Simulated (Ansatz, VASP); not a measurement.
CoO: VASP beside Ansatz

```
Co O
1.0
     0.00000    2.15955    2.15955
     2.15955    0.00000    2.15955
     2.15955    2.15955    0.00000
Co O
1 1
Direct
  0.00000 0.00000 0.00000
  0.50000 0.50000 0.50000
```

Alike in both runs: task single point; functional PBE; k mesh 11 × 11 × 11; occupations fermi-dirac, width 0.05 eV; collinear spin.

|  | VASP | Ansatz |
| --- | --- | --- |
| version | VASP 6.6.1 | Ansatz 0.2.0 |
| potentials or method | VASP PAW PBE potentials, release 64 (Co_sv, O) | Ansatz PAW |
| plane-wave cutoff (eV) | 600 | 420 |
| valence electrons in the cell | 23 | 23 |

VASP gave:

```
gap on the k mesh at the Fermi level (eV)                     : none
pressure (GPa)                                                : -10.2
net moment per atom (μB)                                      : 1.49
size of the moment on the site where the two differ most (μB) : 0.31
```

Task: Which values does Ansatz return?

Result: gap on the k mesh at the Fermi level (eV): none; pressure (GPa): -7.9; net moment per atom (μB): 1.49; size of the moment on the site where the two differ most (μB): 0.33.

Site moments also hang on the region over which each program counts them. A gap of «none» marks a metal or a gap that the smearing closes.
